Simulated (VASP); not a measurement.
# CdTe (F-43m) in VASP: notebook, part 2 of 2

VASP 6.6.1. Earlier steps stand in the parts before.

## 3. Single point, r2SCAN (volume changed by +6%)

Input file POSCAR:

```
CdTe
1.0
    0.0000000000      3.3442293698      3.3442293698
    3.3442293698      0.0000000000      3.3442293698
    3.3442293698      3.3442293698      0.0000000000
Cd Te
1 1
Direct
    0.0000000000      0.0000000000      0.0000000000
    0.2500000000      0.2500000000      0.2500000000
```

Input file INCAR.step1:

```
  PREC = Accurate
  ENCUT = 520
  ISMEAR = 0
  SIGMA = 0.01
  LREAL = False
  LASPH = True
  NELM = 100
  NBANDS = 16
  GGA = PE
  ALGO = Normal
  EDIFF = 1E-4
  LWAVE = True
  LCHARG = False
```

Input file INCAR.step2:

```
  PREC = Accurate
  ENCUT = 520
  EDIFF = 1E-7
  ISMEAR = 0
  SIGMA = 0.01
  LREAL = False
  LASPH = True
  NELM = 100
  ALGO = Normal
  ISIF = 2
  LWAVE = False
  LCHARG = False
  METAGGA = R2SCAN
  LMIXTAU = True
  NBANDS = 16
  ISTART = 1
```

Input file KPOINTS:

```
regular mesh
0
Gamma
  6 6 6
```

Potentials or basis: VASP PAW PBE potentials, release 64 (Cd, Te).

Launch:

```sh
cat potpaw_PBE.64/Cd/POTCAR potpaw_PBE.64/Te/POTCAR > POTCAR
cp INCAR.step1 INCAR
mpirun -np 1 vasp_std > vasp.out
cp INCAR.step2 INCAR
mpirun -np 1 vasp_std > vasp.out
```

OUTCAR:

```text
PREC = Accurate
   ENCUT = 520
   EDIFF = 1E-7
   ISMEAR = 0
   LREAL = False
   LASPH = True
   NELM = 100
   ISIF = 2
   METAGGA = R2SCAN
   ISTART = 1

 ion  position               nearest neighbor table
   1  0.000  0.000  0.000-   2 2.90   2 2.90   2 2.90   2 2.90
   2  0.250  0.250  0.250-   1 2.90   1 2.90   1 2.90   1 2.90

  LATTYP: Found a face centered cubic cell.
 ALAT       =     6.6884587396

  Lattice vectors:

 A1 = (   0.0000000000,   3.3442293698,   3.3442293698)
 A2 = (   3.3442293698,   0.0000000000,   3.3442293698)
 A3 = (   3.3442293698,   3.3442293698,   0.0000000000)

Analysis of symmetry for initial positions (statically):
=====================================================================
 Subroutine PRICEL returns:
 Original cell was already a primitive cell.

 Routine SETGRP: Setting up the symmetry group for a
 face centered cubic supercell.

 Subroutine GETGRP returns: Found 24 space group operations
 (whereof 24 operations were pure point group operations)
 out of a pool of 48 trial point group operations.

The static configuration has the point symmetry T_d .

Analysis of symmetry for dynamics (positions and initial velocities):
=====================================================================
 Subroutine PRICEL returns:
 Original cell was already a primitive cell.

 Routine SETGRP: Setting up the symmetry group for a
 face centered cubic supercell.

 Subroutine GETGRP returns: Found 24 space group operations
 (whereof 24 operations were pure point group operations)
 out of a pool of 48 trial point group operations.

The dynamic configuration has the point symmetry T_d .

 Subroutine INISYM returns: Found 24 space group operations
 (whereof 24 operations are pure point group operations),
 and found     1 'primitive' translations

----------------------------------------------------------------------------------------

                                     Primitive cell

  volume of cell :      74.8029

  direct lattice vectors                    reciprocal lattice vectors
     0.000000000  3.344229370  3.344229370    -0.149511276  0.149511276  0.149511276
     3.344229370  0.000000000  3.344229370     0.149511276 -0.149511276  0.149511276
     3.344229370  3.344229370  0.000000000     0.149511276  0.149511276 -0.149511276

  length of vectors
     4.729454530  4.729454530  4.729454530     0.258961126  0.258961126  0.258961126

  position of ions in fractional coordinates (direct lattice)
     0.000000000  0.000000000  0.000000000
     0.250000000  0.250000000  0.250000000

  ion indices of the primitive-cell ions
   primitive index   ion index
                 1           1
                 2           2

----------------------------------------------------------------------------------------

 KPOINTS: regular mesh

Automatic generation of k-mesh.
 Grid dimensions read from file:
 generate k-points for:    6    6    6

 Generating k-lattice:

  Cartesian coordinates                     Fractional coordinates (reciprocal lattice)
    -0.024918546  0.024918546  0.024918546     0.166666667  0.000000000  0.000000000
     0.024918546 -0.024918546  0.024918546     0.000000000  0.166666667  0.000000000
     0.024918546  0.024918546 -0.024918546     0.000000000  0.000000000  0.166666667

  Length of vectors
     0.043160188  0.043160188  0.043160188

  Shift w.r.t. Gamma in fractional coordinates (k-lattice)
     0.000000000  0.000000000  0.000000000

 Subroutine IBZKPT returns following result:
 ===========================================

 Found     16 irreducible k-points:

 Following reciprocal coordinates:
            Coordinates               Weight
  0.000000  0.000000  0.000000      1.000000
  0.166667  0.000000  0.000000      8.000000
  0.333333  0.000000  0.000000      8.000000
  0.500000  0.000000  0.000000      4.000000
  0.166667  0.166667  0.000000      6.000000
  0.333333  0.166667  0.000000     24.000000
[... 8 lines left out ...]
 -0.333333  0.333333  0.166667     24.000000
 -0.333333  0.500000  0.166667     12.000000
   k-points           NKPTS =     16   k-points in BZ     NKDIM =     16   number of bands    NBANDS=     16
   number of dos      NEDOS =    301   number of ions     NIONS =      2
   total plane-waves  NPLWV =  46656
   dimension x,y,z NGX =    36 NGY =   36 NGZ =   36
   dimension x,y,z NGXF=    72 NGYF=   72 NGZF=   72
   ions per type =               1   1
   NGX,Y,Z   is equivalent  to a cutoff of  12.65, 12.65, 12.65 a.u.
   NGXF,Y,Z  is equivalent  to a cutoff of  25.31, 25.31, 25.31 a.u.
 SYSTEM =  unknown system
   PREC   = accura    normal or accurate (medium, high low for compatibility)
   ISTART =      1    job   : 0-new  1-cont  2-samecut
   ICHARG =      0    charge: 1-file 2-atom 10-const
   ISPIN  =      1    spin polarized calculation?
   LNONCOLLINEAR =      F non collinear calculations
   LSORBIT =      F    spin-orbit coupling
   LASPH  =      T    aspherical Exc in radial PAW
   ENCUT  =  520.0 eV  38.22 Ry    6.18 a.u.   8.79  8.79  8.79*2*pi/ulx,y,z
   NELM   =    100;   NELMIN=  2; NELMDL=  0     # of ELM steps
   EDIFF  = 0.1E-06   stopping-criterion for ELM
   LREAL  =      F    real-space projection
   EDIFFG = 0.1E-05   stopping-criterion for IOM
   NSW    =      0    number of steps for IOM
   IBRION =     -1    ionic relax: 0-MD 1-quasi-New 2-CG
   NFREE  =      0    steps in history (QN), initial steepest desc. (CG)
   ISIF   =      2    stress and relaxation
   ISYM   =      2    0-nonsym 1-usesym 2-fastsym
   POTIM  = 0.5000    time-step for ionic-motion
   TEBEG  =    0.0;   TEEND  =   0.0 temperature during run
   PSTRESS=    0.0 pullay stress
   NELECT =      18.0000    total number of electrons
   NUPDOWN=      -1.0000    fix difference up-down
   EMIN   =  10.00;   EMAX   =-10.00  energy-range for DOS
   EFERMI =   0.00;   METHOD = LEGACY
   ISMEAR =     0;   SIGMA  =   0.01  broadening in eV -4-tet -1-fermi 0-gaus
   EFERMI_NEDOS =   21; number of points for ismear=-14 and -15
   IALGO  =     38    algorithm
   IMIX   =      4    mixing-type and parameters
     AMIX     =   0.40;   BMIX     =  1.00
     AMIX_MAG =   1.60;   BMIX_MAG =  1.00
  volume/ion in A,a.u.               =      37.40       252.40
  Fermi-wavevector in a.u.,A,eV,Ry     =   1.018262  1.924236 14.107308  1.036858
  Thomas-Fermi vector in A             =   2.151710
   LORBIT       =      0    0 simple, 1 ext, 2 COOP (PROOUT), +10 PAW based schemes
   METAGGA = R2SCAN    functional components
   LHFCALC =     F    Hartree Fock is set to
   AEXX    =    0.0000 exact exchange contribution
   IVDW    =     0    specifies the selected vdW correction
   LEPSILON=     F    determine dielectric tensor
   LRPA    =     F    only Hartree local field effects (RPA)
 non-spin polarized calculation
 Gauss-broadening in eV      SIGMA  =   0.01
  energy-cutoff  :      520.00
  volume of cell :       74.80
 maximum number of plane-waves:      2044
   NGX = 17   NGY = 17   NGZ = 17

 number of electron      17.9999999 magnetization

 Free energy of the ion-electron system (eV)
  ---------------------------------------------------
  ext. energy  EPLUGINS =         0.00000000
  ---------------------------------------------------
  free energy    TOTEN  =       -46.61459561 eV

  energy without entropy =      -46.61459561  energy(sigma->0) =      -46.61459561

 E-fermi :   1.3308     XC(G=0):  -8.6713

 val. band max:        1.2876582262   @ k =   0.0000   0.0000   0.0000
 cond. band min:       2.2544846015   @ k =   0.0000   0.0000   0.0000
 fundamental gap:      0.9668263753
 Fermi energy:         1.3308216783

 k-point     1 :       0.0000    0.0000    0.0000
  band No.  band energies     occupation
      1      -9.7221      2.00000
      2      -7.0019      2.00000
      3      -7.0019      2.00000
      4      -7.0019      2.00000
      5      -6.7866      2.00000
      6      -6.7866      2.00000
[... 8 lines left out ...]
     15      10.9493      0.00000
     16      10.9493      0.00000
[... 267 lines left out ...]
 k-point    16 :      -0.3333    0.5000    0.1667
  band No.  band energies     occupation
      1      -9.3022      2.00000
      2      -6.8968      2.00000
      3      -6.8917      2.00000
      4      -6.8224      2.00000
      5      -6.7751      2.00000
      6      -6.3192      2.00000
[... 8 lines left out ...]
     15      12.5252      0.00000
     16      12.9408      0.00000

------------------------ aborting loop because EDIFF is reached ----------------------------------------

  FORCE on cell =-STRESS in cart. coord.  units (eV):
  Direction    XX          YY          ZZ          XY          YZ          ZX
  --------------------------------------------------------------------------------------
  -------------------------------------------------------------------------------------
  Total       -0.9313833     -0.9313833     -0.9313833      0.0000000      0.0000000      0.0000000
  in kB      -19.9489887    -19.9489887    -19.9489887      0.0000000      0.0000000      0.0000000
  external PRESSURE =     -19.9489887 kB  Pullay stress =       0.0000000 kB

 VOLUME and BASIS-vectors are now :
 -----------------------------------------------------------------------------
  energy-cutoff  :      520.00
  volume of cell :       74.80
      direct lattice vectors                 reciprocal lattice vectors
     0.000000000  3.344229370  3.344229370    -0.149511276  0.149511276  0.149511276
     3.344229370  0.000000000  3.344229370     0.149511276 -0.149511276  0.149511276
     3.344229370  3.344229370  0.000000000     0.149511276  0.149511276 -0.149511276

 POSITION                                       TOTAL-FORCE (eV/Angst)
 -----------------------------------------------------------------------------------
      0.00000      0.00000      0.00000         0.000000      0.000000      0.000000
      1.67211      1.67211      1.67211        -0.000000     -0.000000     -0.000000
 -----------------------------------------------------------------------------------
    total drift:                               -0.000002     -0.000002     -0.000002

  FREE ENERGIE OF THE ION-ELECTRON SYSTEM (eV)
  ---------------------------------------------------
  free  energy   TOTEN  =       -46.6145956150 eV

  energy  without entropy=      -46.6145956150  energy(sigma->0) =      -46.61459561
```

OUTCAR.step1:

```text
PREC = Accurate
   ENCUT = 520
   ISMEAR = 0
   LREAL = False
   LASPH = True
[... 514 lines left out ...]
      0.00000      0.00000      0.00000        -0.000000     -0.000000     -0.000000
      1.67211      1.67211      1.67211         0.000000      0.000000      0.000000
 -----------------------------------------------------------------------------------
    total drift:                               -0.000000     -0.000000     -0.000000

  FREE ENERGIE OF THE ION-ELECTRON SYSTEM (eV)
  ---------------------------------------------------
  free  energy   TOTEN  =        -4.8008755477 eV

  energy  without entropy=       -4.8008755477  energy(sigma->0) =       -4.80087555
```

OSZICAR.step1:

```text
N       E                     dE             d eps       ncg     rms          rms(c)
DAV:   1     0.983144290059E+02    0.98314E+02   -0.80535E+03   512   0.959E+02
DAV:   2    -0.126431965871E+01   -0.99579E+02   -0.94250E+02   648   0.227E+02
DAV:   3    -0.500565169946E+01   -0.37413E+01   -0.37370E+01   624   0.461E+01
DAV:   4    -0.504159932638E+01   -0.35948E-01   -0.35946E-01   784   0.392E+00
DAV:   5    -0.504169766454E+01   -0.98338E-04   -0.98338E-04   656   0.189E-01    0.462E+00
DAV:   6    -0.481451465777E+01    0.22718E+00   -0.38242E-01   592   0.683E+00    0.393E+00
DAV:   7    -0.479942600374E+01    0.15089E-01   -0.98326E-02   576   0.198E+00    0.157E+00
DAV:   8    -0.480044216247E+01   -0.10162E-02   -0.94248E-03   568   0.106E+00    0.427E-01
DAV:   9    -0.480081600720E+01   -0.37384E-03   -0.97843E-04   600   0.298E-01    0.896E-02
DAV:  10    -0.480087554772E+01   -0.59541E-04   -0.97719E-05   488   0.969E-02
   1 F= -.48008755E+01 E0= -.48008755E+01  d E =-.713354E-53
```

Run time: 65 s. Hardware: 1 thread of Intel Xeon Platinum 8488C (Sapphire Rapids), shared host; peak memory 0.22 GiB.

Results:

```
Free energy            : -46.6146 eV
Pressure               : -2.0 GPa
Band gap on the k mesh : 0.97 eV, direct
```

Caveat: the PAW data sets were made with another functional, which shifts forces and pressure a little; spin-orbit coupling is left out, which moves the levels of the heavy elements.
